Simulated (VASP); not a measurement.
# BN (P6_3mc) in VASP: a series of runs

Runs on BN. Level: PBE. Tasks: vibrations by perturbation theory.

Everything below comes from runs of VASP 6.6.1. Logs are shortened: lines on timing, memory, paths and dates and some standing lists are left out, and cuts for length are marked.

**1. The cell of the first run**

The structure is hexagonal, space group P6_3mc (No. 186). Conventional cell: a = 2.509 Å, b = 2.509 Å, c = 4.151 Å, α = 90.00°, β = 90.00°, γ = 120.00°. B (site symmetry 3m) has 4 N at 1.54 to 1.55 Å within 2.1 Å. N (site symmetry 3m) has 4 B at 1.54 to 1.55 Å within 2.1 Å.

**2. Vibrations by perturbation theory, PBE**

File INCAR:

```
SYSTEM = BN
ALGO = Normal ; EDIFF = 1E-8
ENCUT = 520 ; GGA = PE
IBRION = 8 ; ISIF = 2
ISMEAR = 0 ; LASPH = .TRUE.
LCHARG = .TRUE. ; LEPSILON = .TRUE.
LREAL = .FALSE. ; LWAVE = .FALSE.
NBANDS = 16 ; NELM = 80
NSW = 1 ; PREC = Accurate
SIGMA = 0.01
```

File KPOINTS:

```
k-points
0
G
  12 12 6
  0 0 0
```

File POSCAR:

```
BN
1.0
    2.5089342162      0.0000000000      0.0000000000
   -1.2544671081      2.1728007676      0.0000000000
    0.0000000000      0.0000000000      4.1507108050
B N
2 2
Direct
    0.6666666667      0.3333333333      0.9996059881
    0.3333333333      0.6666666667      0.4996059881
    0.6666666667      0.3333333333      0.6253940119
    0.3333333333      0.6666666667      0.1253940119
```

Potentials or basis: VASP PAW PBE potentials, release 64 (B, N).

Run with:

```sh
$ cat potpaw_PBE.64/B/POTCAR potpaw_PBE.64/N/POTCAR > POTCAR
$ mpirun -np 1 vasp_std > vasp.out
```

OUTCAR:

```text
SYSTEM = BN
   EDIFF = 1E-8
   ENCUT = 520
   GGA = PE
   IBRION = 8
   ISIF = 2
   ISMEAR = 0
   LASPH = .TRUE.
   LEPSILON = .TRUE.
   LREAL = .FALSE.
   NELM = 80
   NSW = 1
   PREC = Accurate

 ion  position               nearest neighbor table
   1  0.667  0.333  1.000-   4 1.54   4 1.54   4 1.54   3 1.55
   2  0.333  0.667  0.500-   3 1.54   3 1.54   3 1.54   4 1.55
   3  0.667  0.333  0.625-   2 1.54   2 1.54   2 1.54   1 1.55
   4  0.333  0.667  0.125-   1 1.54   1 1.54   1 1.54   2 1.55

  LATTYP: Found a hexagonal cell.
 ALAT       =     2.5089342162
 C/A-ratio  =     1.6543721147

  Lattice vectors:

 A1 = (   2.5089342162,   0.0000000000,   0.0000000000)
 A2 = (  -1.2544671081,   2.1728007676,   0.0000000000)
 A3 = (   0.0000000000,   0.0000000000,   4.1507108050)

Analysis of symmetry for initial positions (statically):
=====================================================================
 Subroutine PRICEL returns:
 Original cell was already a primitive cell.

 Routine SETGRP: Setting up the symmetry group for a
 hexagonal supercell.

 Subroutine GETGRP returns: Found 12 space group operations
 (whereof  6 operations were pure point group operations)
 out of a pool of 24 trial point group operations.

The static configuration has the point symmetry C_3v.
 The point group associated with its full space group is C_6v.

Analysis of symmetry for dynamics (positions and initial velocities):
=====================================================================
 Subroutine PRICEL returns:
 Original cell was already a primitive cell.

 Routine SETGRP: Setting up the symmetry group for a
 hexagonal supercell.

 Subroutine GETGRP returns: Found 12 space group operations
[... 731 lines left out ...]
 ---------------------------------------------------------------------------------
 ion    1
    1     1.82252     0.00000     0.00000
    2    -0.00000     1.82252     0.00000
    3     0.00000     0.00000     1.91832
 ion    2
    1     1.82252     0.00000    -0.00000
    2     0.00000     1.82252    -0.00000
    3     0.00000    -0.00000     1.91832
 ion    3
    1    -1.82252     0.00000    -0.00000
    2     0.00000    -1.82252     0.00000
    3     0.00000    -0.00000    -1.91832
 ion    4
    1    -1.82252     0.00000     0.00000
    2     0.00000    -1.82252    -0.00000
    3     0.00000     0.00000    -1.91832

 INTERNAL STRAIN TENSOR FOR ION    4 for displacements in x,y,z  (eV/Angst):
          X           Y           Z          XY          YZ          ZX
  --------------------------------------------------------------------------------
  x     0.00000     0.00000     0.00000    -6.69607     0.00000    -3.88399
  y    -6.69607     6.69607    -0.00000     0.00000    -4.02872     0.00000
  z    -2.65849    -2.65849     3.03865     0.00000     0.00000     0.00000

 SECOND DERIVATIVES (NOT SYMMETRIZED)
 ------------------------------------
               1X          1Y          1Z          2X          2Y          2Z          3X          3Y          3Z          4X          4Y          4Z
  1X   -27.881423    0.000000    0.000000    0.207493   -0.000000    0.000000    4.843246   -0.000000    0.000000   22.830684    0.000000    0.000000
  1Y    -0.000000  -27.881423    0.000000   -0.000000    0.207493    0.000000   -0.000000    4.843246    0.000000    0.000000   22.830684    0.000000
  1Z     0.000000    0.000000  -38.504052   -0.000000    0.000000   12.312268    0.000000   -0.000000   10.922788    0.000000    0.000000   15.268996
  2X     0.207493    0.000000   -0.000000  -27.881423    0.000000    0.000000   22.830684   -0.000000    0.000000    4.843246   -0.000000    0.000000
  2Y     0.000000    0.207493   -0.000000    0.000000  -27.881423   -0.000000    0.000000   22.830684   -0.000000    0.000000    4.843246    0.000000
  2Z     0.000000   -0.000000   12.312268    0.000000    0.000000  -38.504052    0.000000   -0.000000   15.268996    0.000000    0.000000   10.922788
  3X     4.838502   -0.000000    0.000000   22.831351    0.000000   -0.000000  -28.158215   -0.000000   -0.000000    0.488362   -0.000000    0.000000
  3Y    -0.000000    4.838502    0.000000    0.000000   22.831351    0.000000   -0.000000  -28.158215    0.000000   -0.000000    0.488362    0.000000
  3Z     0.000000   -0.000000   10.831966    0.000000    0.000000   15.360632   -0.000000    0.000000  -41.492610    0.000000    0.000000   15.300012
  4X    22.831351   -0.000000    0.000000    4.838502    0.000000    0.000000    0.488362    0.000000    0.000000  -28.158215    0.000000    0.000000
  4Y     0.000000   22.831351    0.000000   -0.000000    4.838502    0.000000   -0.000000    0.488362    0.000000    0.000000  -28.158215    0.000000
  4Z     0.000000   -0.000000   15.360632    0.000000    0.000000   10.831966    0.000000   -0.000000   15.300012    0.000000    0.000000  -41.492610

 Eigenvectors and eigenvalues of the dynamical matrix
 ----------------------------------------------------

   1 f  =   34.471027 THz   216.587850 2PiTHz 1149.829689 cm-1   142.560648 meV
             X         Y         Z           dx          dy          dz
      1.254467  0.724267  4.149075    -0.000000   -0.000000   -0.645375
     -0.000000  1.448534  2.073720    -0.000000   -0.000000    0.645375
      1.254467  0.724267  2.595830     0.000000    0.000000   -0.288949
     -0.000000  1.448534  0.520474     0.000000    0.000000    0.288949
[... 71 lines left out ...]
  12 f/i=    0.001216 THz     0.007641 2PiTHz    0.040564 cm-1     0.005029 meV
             X         Y         Z           dx          dy          dz
      1.254467  0.724267  4.149075    -0.292576    0.363648    0.000000
     -0.000000  1.448534  2.073720    -0.292576    0.363648    0.000000
      1.254467  0.724267  2.595830    -0.332979    0.413865    0.000000
     -0.000000  1.448534  0.520474    -0.332979    0.413865    0.000000

--------------------------------------------------------------------------------------------------------

 MACROSCOPIC STATIC DIELECTRIC TENSOR IONIC CONTRIBUTION
 ------------------------------------------------------
           1.919872    -0.000000     0.000000
          -0.000000     1.919872    -0.000000
           0.000000    -0.000000     2.247158
 ------------------------------------------------------

 ELASTIC MODULI CONTR FROM IONIC RELAXATION (kBar)
 Direction    XX          YY          ZZ          XY          YZ          ZX
 --------------------------------------------------------------------------------
 XX        -260.1806    183.1330     44.1363     -0.0000     -0.0000     -0.0000
 YY         183.1330   -260.1806     44.1363      0.0000      0.0000     -0.0000
 ZZ          44.1363     44.1363    -50.5664      0.0000     -0.0000      0.0000
 XY          -0.0000      0.0000      0.0000   -221.6568      0.0000     -0.0000
 YZ          -0.0000      0.0000     -0.0000      0.0000    -82.5388      0.0000
 ZX          -0.0000     -0.0000      0.0000     -0.0000      0.0000    -73.1608
 --------------------------------------------------------------------------------

 PIEZOELECTRIC TENSOR IONIC CONTR  for field in x, y, z        (C/m^2)
          XX          YY          ZZ          XY          YZ          ZX
  --------------------------------------------------------------------------------
  x     0.00000     0.00000    -0.00000     0.00000    -0.00000     0.35265
  y     0.00000    -0.00000     0.00000    -0.00000     0.37457    -0.00000
  z     0.27686     0.27686    -0.31719     0.00000    -0.00000     0.00000
```

It took 5.2 min on 1 thread of AMD EPYC 9R45 (Zen 5), shared host; peak memory 0.39 GiB.

Results:

| Property | Result |
| --- | --- |
| Electronic dielectric tensor (diagonal) | 4.52, 4.52, 4.68 |
| Born charges (mean of the diagonal) | B +1.85; N -1.85 e |
| Highest phonon frequency at Γ, LO-TO splitting left out | 1150 cm⁻¹ |

Phonon frequencies in cm⁻¹ (negative: imaginary):
| q point | frequencies |
| --- | --- |
| (0.000, 0.000, 0.000) | 0 0 0 476 476 1018 1018 1029 1081 1111 1111 1150 |

Electronic dielectric tensor:
```
4.52 0.00 0.00
0.00 4.52 0.00
0.00 0.00 4.68
```

Born effective charge tensors (e):
atom 1, B
```
1.82 0.00 0.00
0.00 1.82 0.00
0.00 0.00 1.92
```
atom 2, B
```
1.82 0.00 0.00
0.00 1.82 0.00
0.00 0.00 1.92
```
atom 3, N
```
-1.82  0.00  0.00
 0.00 -1.82  0.00
 0.00  0.00 -1.92
```
atom 4, N
```
-1.82  0.00  0.00
 0.00 -1.82  0.00
 0.00  0.00 -1.92
```

Caveat: the cell stands under pressure or tension, which shifts response properties.

(Continued in part 2 of 2.)
